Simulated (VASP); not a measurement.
# VSi31 (a cell with a defect) in VASP: a series of runs

VSi31 (a cell with a defect) is run at these levels: PBE; tasks: single point.

Program: VASP 6.6.1. These are calculated values, not measurements. Logs are shortened: lines on timing, memory, paths and dates and some standing lists are left out, and cuts for length are marked.

## 1. The cell of the first run

The cell holds a defect, 32 atoms: a = 9.474 Å, b = 9.474 Å, c = 9.474 Å, α = 109.47°, β = 109.47°, γ = 109.47°.

## 2. Single point, PBE, collinear spin, ferromagnetic start

Contents of INCAR:

```
PREC = Accurate
ENCUT = 520
EDIFF = 1E-6
ISMEAR = 0
SIGMA = 0.02
LREAL = Auto
LASPH = T
NELM = 150
ALGO = Normal
ISIF = 2
LWAVE = F
LCHARG = T
ISPIN = 2
MAGMOM = 2 0 0 0 0 0 0 0 0 0 0 0 0 0 0 0 0 0 0 0 0 0 0 0 0 0 0 0 0 0 0 0
LORBIT = 11
LMAXMIX = 4
GGA = PE
LVHAR = T
NBANDS = 94
KPAR = 2
```

Contents of KPOINTS:

```
Automatic mesh
0
Gamma
  2 2 2
  0.5 0.5 0.5
```

Contents of POSCAR:

```
VSi31
1.0
    5.4700936576     -5.4700936576      5.4700936576
   -5.4700936576      5.4700936576      5.4700936576
   -5.4700936576     -5.4700936576     -5.4700936576
V Si
1 31
Direct
    0.2500000000      0.0000000000      0.5000000000
    0.5007612691      0.0000000000      0.2482805306
    0.7500000000      0.0000000000      0.0000000000
   -0.0017194694      0.2507612691      0.5000000000
    0.2500000000      0.2507612691      0.2482805306
   -0.0017194694      0.0000000000      0.7507612691
    0.7500000000      0.5000000000      0.5000000000
    0.5017194694      0.2517194694      0.0024807384
    0.7524807384      0.2517194694      0.7517194694
   -0.0007612691      0.4975192616      0.2492387309
    0.5007612691      0.7482805306      0.5000000000
    0.2500000000      0.5000000000      0.0000000000
    0.7475192616      0.7492387309      0.2492387309
    0.5017194694      0.5024807384      0.7517194694
   -0.0007612691      0.7492387309     -0.0024807384
    0.2500000000      0.7482805306      0.7507612691
    0.2500000000      0.7493162271      0.0005031684
    0.5006837729      0.7511869413      0.7506837729
    0.7505031684      0.7493162271      0.5000000000
   -0.0006837729      0.0000000000      1.0005031684
    0.2500000000      0.0000000000      0.7567844898
   -0.0067844898      0.7432155102      0.2432155102
    0.7494968316      0.2488130587     -0.0005031684
    0.5067844898      0.0000000000      0.5000000000
    0.7505031684      0.0000000000      0.2493162271
    0.0011869413      0.2506837729      0.7506837729
    0.4988130587      0.4994968316     -0.0005031684
    0.2500000000      0.2567844898      0.5000000000
    0.7494968316      0.4994968316      0.7488130587
    0.5006837729      0.2506837729      0.2511869413
   -0.0006837729      0.5005031684      0.5000000000
    0.2500000000      0.5005031684      0.2493162271
```

Potentials or basis: VASP PAW PBE potentials, release 64 (V_sv, Si).

Command:

```sh
$ cat potpaw_PBE.64/V_sv/POTCAR potpaw_PBE.64/Si/POTCAR > POTCAR
$ mpirun -np 4 vasp_std > vasp.out
```

OUTCAR:

```text
PREC = Accurate
   ENCUT = 520
   EDIFF = 1E-6
   ISMEAR = 0
   LREAL = Auto
   LASPH = T
   NELM = 150
   ISIF = 2
   ISPIN = 2
   LORBIT = 11
   GGA = PE

 ion  position               nearest neighbor table
   1  0.250  0.000  0.500-  21 2.43  22 2.43  24 2.43  28 2.43
   2  0.501  0.000  0.248-  25 2.36  17 2.37  30 2.37  24 2.37
   3  0.750  0.000  0.000-  18 2.36  23 2.36  20 2.36  25 2.36
   4  0.998  0.251  0.500-  31 2.36  26 2.37  25 2.37  28 2.37
   5  0.250  0.251  0.248-  32 2.36  30 2.37  20 2.37  28 2.37
   6  0.998  0.000  0.751-  20 2.36  19 2.37  26 2.37  21 2.37
[... 24 lines left out ...]
  31  0.999  0.501  0.500-   7 2.36   4 2.36  16 2.37  10 2.37
  32  0.250  0.501  0.249-  12 2.36   5 2.36  11 2.37  10 2.37

  LATTYP: Found a body centered cubic cell.
 ALAT       =    10.9401873152

  Lattice vectors:

 A1 = (   5.4700936576,  -5.4700936576,   5.4700936576)
 A2 = (  -5.4700936576,   5.4700936576,   5.4700936576)
 A3 = (  -5.4700936576,  -5.4700936576,  -5.4700936576)

Analysis of symmetry for initial positions (statically):
=====================================================================
 Subroutine PRICEL returns:
 Original cell was already a primitive cell.

 Routine SETGRP: Setting up the symmetry group for a
 body centered cubic supercell.

 Subroutine GETGRP returns: Found 24 space group operations
 (whereof  2 operations were pure point group operations)
 out of a pool of 48 trial point group operations.

The static configuration has the point symmetry C_1h.
 The point group associated with its full space group is T_d .

Analysis of symmetry for dynamics (positions and initial velocities):
=====================================================================
 Subroutine PRICEL returns:
 Original cell was already a primitive cell.

 Routine SETGRP: Setting up the symmetry group for a
 body centered cubic supercell.

 Subroutine GETGRP returns: Found 24 space group operations
 (whereof  2 operations were pure point group operations)
 out of a pool of 48 trial point group operations.

The dynamic configuration has the point symmetry C_1h.
 The point group associated with its full space group is T_d .

Analysis of structural, dynamic, and magnetic symmetry:
=====================================================================
 Subroutine PRICEL returns:
 Original cell was already a primitive cell.

[... 187 lines left out ...]
  ---------------------------------------------------
  ext. energy  EPLUGINS =         0.00000000
  ---------------------------------------------------
  free energy    TOTEN  =      -174.25424416 eV

  energy without entropy =     -174.25029227  energy(sigma->0) =     -174.25226822

 E-fermi :   5.3661     XC(G=0):  -9.3619

 val. band max:        5.3599028314   @ k =  -0.2500   0.2500   0.2500
 cond. band min:       5.5215604909   @ k =  -0.2500   0.2500   0.2500
 fundamental gap:      0.1616576595
 Fermi energy:         5.3661388992

 spin component 1

 k-point     1 :       0.2500    0.2500    0.2500
  band No.  band energies     occupation
      1     -58.8590      1.00000
      2     -32.7324      1.00000
      3     -32.7324      1.00000
      4     -32.7324      1.00000
      5      -5.4530      1.00000
      6      -5.4530      1.00000
[... 155 lines left out ...]
     79       7.7329      0.00000
     80       7.8356      0.00000
 Fermi energy:         5.3661388992

 spin component 2

 k-point     1 :       0.2500    0.2500    0.2500
  band No.  band energies     occupation
      1     -57.8364      1.00000
      2     -31.7167      1.00000
      3     -31.7167      1.00000
      4     -31.7167      1.00000
      5      -5.4571      1.00000
      6      -5.4571      1.00000
[... 155 lines left out ...]
     79       7.7587      0.00000
     80       7.8573      0.00000
 [bands above 80 left out]

------------------------ aborting loop because EDIFF is reached ----------------------------------------

  FORCE on cell =-STRESS in cart. coord.  units (eV):
  Direction    XX          YY          ZZ          XY          YZ          ZX
  --------------------------------------------------------------------------------------
  -------------------------------------------------------------------------------------
  Total        2.3765418      2.3765418      2.3765418      0.0000000     -0.0000000     -0.0000000
  in kB        5.8158308      5.8158308      5.8158308      0.0000000     -0.0000000     -0.0000000
  external PRESSURE =       5.8158308 kB  Pullay stress =       0.0000000 kB

 VOLUME and BASIS-vectors are now :
 -----------------------------------------------------------------------------
  energy-cutoff  :      520.00
  volume of cell :      654.70
      direct lattice vectors                 reciprocal lattice vectors
     5.470093658 -5.470093658  5.470093658     0.000000000 -0.091406113  0.091406113
    -5.470093658  5.470093658  5.470093658    -0.091406113  0.000000000  0.091406113
    -5.470093658 -5.470093658 -5.470093658    -0.091406113 -0.091406113  0.000000000

 POSITION                                       TOTAL-FORCE (eV/Angst)
 -----------------------------------------------------------------------------------
     -1.36752     -4.10257     -1.36752         0.000000      0.000000     -0.000000
      1.38109     -4.09733      1.38109        -0.007674     -0.009903     -0.007674
      4.10257     -4.10257      4.10257         0.000000      0.000000     -0.000000
      1.35395     -6.82405      4.09733         0.007674     -0.007674      0.009903
     -1.36228     -1.35395      1.38109        -0.009903     -0.007674     -0.007674
      1.35395     -9.56742      1.35395         0.007674     -0.009903      0.007674
[... 24 lines left out ...]
     -0.00649     -5.46360      5.46911        -0.002922      0.002922     -0.003660
     -2.73406      0.00649      2.74154         0.003660      0.002922      0.002922
 -----------------------------------------------------------------------------------
    total drift:                               -0.000001     -0.000001      0.000001

  FREE ENERGIE OF THE ION-ELECTRON SYSTEM (eV)
  ---------------------------------------------------
  free  energy   TOTEN  =      -174.2542441638 eV

  energy  without entropy=     -174.2502922702  energy(sigma->0) =     -174.25226822

 total charge

# of ion       s       p       d       tot
------------------------------------------
    1        2.316   6.132   3.060  11.509
    2        0.753   0.923   0.000   1.675
    3        0.751   0.933   0.000   1.685
    4        0.753   0.923   0.000   1.675
    5        0.753   0.923   0.000   1.675
    6        0.753   0.923   0.000   1.675
[... 24 lines left out ...]
   31        0.752   0.928   0.000   1.680
   32        0.752   0.928   0.000   1.680
--------------------------------------------------
tot         25.700  34.919   3.060  63.679

 magnetization (x)

# of ion       s       p       d       tot
------------------------------------------
    1        0.016  -0.002   1.015   1.029
    2        0.001  -0.001   0.000   0.000
    3       -0.000  -0.003   0.000  -0.003
    4        0.001  -0.001   0.000   0.000
    5        0.001  -0.001   0.000   0.000
    6        0.001  -0.001   0.000   0.000
[... 24 lines left out ...]
   31       -0.000  -0.002   0.000  -0.002
   32       -0.000  -0.002   0.000  -0.002
--------------------------------------------------
tot          0.007  -0.127   1.015   0.896
```

OSZICAR:

```text
N       E                     dE             d eps       ncg     rms          rms(c)
DAV:   1     0.423546853279E+03    0.42355E+03   -0.55051E+04   816   0.121E+03
DAV:   2    -0.139150042116E+03   -0.56270E+03   -0.53342E+03   904   0.195E+02
DAV:   3    -0.178688202077E+03   -0.39538E+02   -0.38754E+02   960   0.471E+01
DAV:   4    -0.179696636002E+03   -0.10084E+01   -0.10020E+01   920   0.876E+00
DAV:   5    -0.179725731758E+03   -0.29096E-01   -0.29052E-01   928   0.148E+00    0.271E+01
DAV:   6    -0.198413483264E+03   -0.18688E+02   -0.14411E+02   988   0.232E+01    0.514E+01
DAV:   7    -0.174525643328E+03    0.23888E+02   -0.12637E+02   980   0.462E+01    0.152E+01
DAV:   8    -0.174378985496E+03    0.14666E+00   -0.10642E+01   812   0.706E+00    0.609E+00
DAV:   9    -0.174220203707E+03    0.15878E+00   -0.11855E+00   864   0.284E+00    0.248E+00
DAV:  10    -0.174238675100E+03   -0.18471E-01   -0.16289E-01   874   0.108E+00    0.911E-01
DAV:  11    -0.174250355212E+03   -0.11680E-01   -0.26264E-02   856   0.428E-01    0.523E-01
DAV:  12    -0.174253064372E+03   -0.27092E-02   -0.48075E-03   912   0.214E-01    0.264E-01
DAV:  13    -0.174254014905E+03   -0.95053E-03   -0.13566E-03   856   0.105E-01    0.841E-02
DAV:  14    -0.174254183981E+03   -0.16908E-03   -0.20414E-04   888   0.388E-02    0.308E-02
DAV:  15    -0.174254230933E+03   -0.46952E-04   -0.65958E-05   840   0.207E-02    0.153E-02
DAV:  16    -0.174254241906E+03   -0.10972E-04   -0.16498E-05   856   0.126E-02    0.750E-03
DAV:  17    -0.174254243653E+03   -0.17477E-05   -0.17486E-06   632   0.374E-03    0.381E-03
DAV:  18    -0.174254244164E+03   -0.51041E-06   -0.65506E-07   464   0.244E-03
   1 F= -.17425424E+03 E0= -.17425227E+03  d E =-.395189E-02  mag=     1.0000
```

Wall time 5 min (4 MPI ranks of AMD EPYC 7R13 (Zen 3), shared host); peak memory 0.6 GiB.

What came out:

```yaml
Free_energy: -174.2542 eV
Pressure: 0.6 GPa
Largest_force: 0.024 eV/Å
Band_gap_on_the_k_mesh: zero (filled and empty bands overlap)
Net_moment: 1.00 μB per cell
Site_moments: V +1.03; Si +0.00, -0.00, -0.03 (each value once) μB
Valence_electrons_inside_the_program's_atomic_spheres: V 11.51; Si 1.68, 1.69, 1.71 (each value once)
```

Forces on the atoms (eV/Å):
```
V    0.000  0.000  0.000
Si  -0.008 -0.010 -0.008
Si   0.000  0.000  0.000
Si   0.008 -0.008  0.010
Si  -0.010 -0.008 -0.008
Si   0.008 -0.010  0.008
Si   0.000  0.000  0.000
Si   0.008  0.008 -0.010
Si   0.010  0.008 -0.008
Si  -0.008  0.010  0.008
Si  -0.008  0.008  0.010
Si   0.000  0.000  0.000
Si   0.010 -0.008  0.008
Si   0.008  0.010 -0.008
Si  -0.008 -0.008 -0.010
Si  -0.010  0.008  0.008
Si   0.004 -0.003 -0.003
Si  -0.003 -0.004  0.003
Si   0.003 -0.003 -0.004
Si  -0.003  0.004 -0.003
Si  -0.014 -0.014 -0.014
Si   0.014  0.014 -0.014
Si   0.003 -0.004 -0.003
Si   0.014 -0.014  0.014
Si   0.003  0.004  0.003
Si  -0.004 -0.003  0.003
Si  -0.004  0.003 -0.003
Si  -0.014  0.014  0.014
Si   0.003  0.003  0.004
Si  -0.003 -0.003  0.004
Si  -0.003  0.003 -0.004
Si   0.004  0.003  0.003
```

Caveat: the k points lie up to 0.41 Å⁻¹ apart.

## 3. Single point, PBE, collinear spin, ferromagnetic start

Contents of INCAR:

```
SYSTEM = VSi31
PREC = Accurate ; ENCUT = 520
EDIFF = 1E-6 ; ISMEAR = 0
SIGMA = 0.02 ; LREAL = Auto
LASPH = .TRUE. ; NELM = 150
ALGO = Normal ; ISIF = 2
LWAVE = .FALSE. ; LCHARG = .FALSE.
ISPIN = 2 ; MAGMOM = 2 0 0 0 0 0 0 0 0 0 0 0 0 0 0 0 0 0 0 0 0 0 0 0 0 0 0 0 0 0 0 0
LORBIT = 11 ; LMAXMIX = 4
GGA = PE ; NBANDS = 94
NELECT = 136.0 ; KPAR = 2
```

KPOINTS is that of step 2.

Contents of POSCAR:

```
VSi31
1.0
    5.4700936576     -5.4700936576      5.4700936576
   -5.4700936576      5.4700936576      5.4700936576
   -5.4700936576     -5.4700936576     -5.4700936576
V Si
1 31
Direct
    0.2500000000      0.0000000000      0.5000000000
    0.4997004650      0.0000000000      0.2472179158
    0.7500000000      0.0000000000      0.0000000000
   -0.0027820842      0.2497004650      0.5000000000
    0.2500000000      0.2497004650      0.2472179158
   -0.0027820842      0.0000000000      0.7497004650
    0.7500000000      0.5000000000      0.5000000000
    0.5027820842      0.2527820842      0.0024825492
    0.7524825492      0.2527820842      0.7527820842
    0.0002995350      0.4975174508      0.2502995350
    0.4997004650      0.7472179158      0.5000000000
    0.2500000000      0.5000000000      0.0000000000
    0.7475174508      0.7502995350      0.2502995350
    0.5027820842      0.5024825492      0.7527820842
    0.0002995350      0.7502995350     -0.0024825492
    0.2500000000      0.7472179158      0.7497004650
    0.2500000000      0.7492727956      0.0000725395
    0.5007272044      0.7507997440      0.7507272044
    0.7500725395      0.7492727956      0.5000000000
   -0.0007272044      0.0000000000      1.0000725395
    0.2500000000      0.0000000000      0.7576910137
   -0.0076910137      0.7423089863      0.2423089863
    0.7499274605      0.2492002560     -0.0000725395
    0.5076910137      0.0000000000      0.5000000000
    0.7500725395      0.0000000000      0.2492727956
    0.0007997440      0.2507272044      0.7507272044
    0.4992002560      0.4999274605     -0.0000725395
    0.2500000000      0.2576910137      0.5000000000
    0.7499274605      0.4999274605      0.7492002560
    0.5007272044      0.2507272044      0.2507997440
   -0.0007272044      0.5000725395      0.5000000000
    0.2500000000      0.5000725395      0.2492727956
```

Potentials or basis: VASP PAW PBE potentials, release 64 (V_sv, Si).

Command:

```sh
$ cat potpaw_PBE.64/V_sv/POTCAR potpaw_PBE.64/Si/POTCAR > POTCAR
$ mpirun -np 4 vasp_std > vasp.out
```

Run time: 4.3 min. Hardware: 4 MPI ranks of AMD EPYC 7R13 (Zen 3), shared host; peak memory 0.59 GiB.

Results (log left out):

- Free energy: -179.6049 eV
- Largest force: 0.022 eV/Å
- Net moment: 0.00 μB per cell
- Valence electrons inside the program's atomic spheres: V 11.45; Si 1.67, 1.70 (each value once)

Forces on the atoms (eV/Å):
```
V    0.000  0.000  0.000
Si   0.000  0.021  0.000
Si   0.000  0.000  0.000
Si   0.000  0.000 -0.021
Si   0.021  0.000  0.000
Si   0.000  0.021  0.000
Si   0.000  0.000  0.000
Si   0.000  0.000  0.021
Si  -0.021  0.000  0.000
Si   0.000 -0.021  0.000
Si   0.000  0.000 -0.021
Si   0.000  0.000  0.000
Si  -0.021  0.000  0.000
Si   0.000 -0.021  0.000
Si   0.000  0.000  0.021
Si   0.021  0.000  0.000
Si  -0.020 -0.007 -0.007
Si  -0.007  0.020  0.007
Si   0.007 -0.007  0.020
Si  -0.007 -0.020 -0.007
Si  -0.007 -0.007 -0.007
Si   0.007  0.007 -0.007
Si   0.007  0.020 -0.007
Si   0.007 -0.007  0.007
Si   0.007 -0.020  0.007
Si   0.020 -0.007  0.007
Si   0.020  0.007 -0.007
Si  -0.007  0.007  0.007
Si   0.007  0.007 -0.020
Si  -0.007 -0.007 -0.020
Si  -0.007  0.007  0.020
Si  -0.020  0.007  0.007
```

Levels at points of the mesh, in eV from the Fermi level:
Spin up:
```csv
k point,band 66,band 67,band 68,band 69,band 70,band 71
"(0.25, 0.25, 0.25)",-0.16,-0.16,-0.16,0.40,0.40,1.62
```
Spin down:
```csv
k point,band 64,band 65,band 66,band 67,band 68,band 69,band 70,band 71,band 72,band 73
"(0.25, 0.25, 0.25)",-0.22,-0.22,-0.16,-0.16,-0.16,0.40,0.40,1.62,1.62,1.62
```

Caveat: the cell carries a net charge on a neutralising background, which shifts energy and pressure; the cell is charged against a uniform background, so pressure and absolute levels hang on convention; the moments typed at the start vanished in this run.

The gap in the log of VASP goes by the Fermi energy; the results here count the filled bands.